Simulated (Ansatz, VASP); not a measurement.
Two plane-wave programs on FePt

```xyz
4
Lattice="5.4470 0.0000 0.0000 0.0000 2.7235 0.0000 0.0000 0.0000 3.7200" Properties=species:S:1:pos:R:3 pbc="T T T"
Fe    0.0000    0.0000    0.0000
Fe    2.7235    0.0000    0.0000
Pt    1.3618    1.3618    1.8600
Pt    4.0853    1.3618    1.8600
```

Alike in both runs: task single point; functional r2SCAN; k mesh 5 × 9 × 6; occupations fermi-dirac, width 0.05 eV; no spin polarisation.

|  | VASP | Ansatz |
| --- | --- | --- |
| version | VASP 6.6.1 | Ansatz 0.2.0 |
| potentials or method | VASP PAW PBE potentials, release 64 (Fe, Pt), cutoff 520 eV | PAW plane waves |
| valence electrons in the cell | 36 | 68 |

```tsv
	VASP	Ansatz	Ansatz less VASP
pressure (GPa)	-18.9	-19.4	-0.49
```

VASP's potentials were made for PBE, not for r2SCAN. With one functional, cell and mesh, what is left measures potentials, basis and numerics. VASP's potentials hold 36 valence electrons a cell and Ansatz's 68, so a difference there can come from the potentials and not from the codes.

Spin-orbit coupling is off throughout.
